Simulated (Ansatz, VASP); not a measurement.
**Cr: VASP beside Ansatz**

File INCAR:

```
SYSTEM = Cr
PREC = Accurate ; ENCUT = 600
EDIFF = 1E-7 ; ISMEAR = -1
SIGMA = 0.1 ; LREAL = .FALSE.
LASPH = .TRUE. ; NELM = 60
ALGO = Normal ; ISIF = 3
LWAVE = .FALSE. ; LCHARG = .FALSE.
GGA = B5 ; ALDAX = 1.0
AGGAX = 1.0 ; AGGAC = 1.0
ALDAC = 0.0 ; IBRION = 2
NSW = 80 ; EDIFFG = -0.01
```

KPOINTS

```
Automatic mesh
0
G
  14 14 8
  0 0 0
```

File POSCAR:

```
Cr
1.0
    2.5692592270      0.0000000000      0.0000000000
   -1.2846296135      2.2250437595      0.0000000000
    0.0000000000      0.0000000000      4.1956003177
Cr
2
Direct
    0.3333333333      0.6666666667      0.2500000000
    0.6666666667      0.3333333333      0.7500000000
```

Input for Ansatz:

```yaml
crystal:
  lattice:
    - [2.569259227, 0.0, 0.0]
    - [-1.2846296135, 2.2250437595, 0.0]
    - [0.0, 0.0, 4.1956003177]
  atoms:
    - { symbol: Cr, position: [0.3333333333, 0.6666666667, 0.25] }
    - { symbol: Cr, position: [0.6666666667, 0.3333333333, 0.75] }
hamiltonian:
  xc: blyp
  pseudopotentials:
    kind: paw
    azcp:
      Cr: "pseudopotentials/Cr.paw.azcp"
basis:
  ecutwfc: 420
  fft_grid_basis: typed
kpoints:
  mp_grid: { grid: [14, 14, 8], shift: [0, 0, 0] }
magnetization:
  spin_polarized: false
scf:
  occupations: { method: fermi_dirac, width: 0.1 }
relax:
  max_steps: 60
  f_tol: 0.01
  cell: {}
output:
  write_density: true
  write_potential: true
  elf: true
  volumetric_format: npy
```

Alike in both runs: task relaxation of cell and atoms; functional BLYP; k mesh 14 × 14 × 8; occupations fermi-dirac, width 0.1 eV; no spin polarisation.

|  | VASP | Ansatz |
| --- | --- | --- |
| version | VASP 6.6.1 | Ansatz 0.2.0 |
| potentials or method | VASP PAW PBE potentials, release 64 (Cr_pv), cutoff 600 eV | plane waves (420 eV) with PAW, scalar-relativistic |
| valence electrons in the cell | 24 | 28 |

|  | VASP | Ansatz | Ansatz less VASP |
| --- | --- | --- | --- |
| relaxed volume (Å³/atom) | 12.32 | 12.33 | +0.011 |
| relaxed cell length with the largest relative difference (Å) | 4.526 | 4.528 | +0.0020 |

VASP's potentials were made for PBE, not for BLYP. VASP's potentials hold 24 valence electrons a cell and Ansatz's 28, so a difference there can come from the potentials and not from the codes.
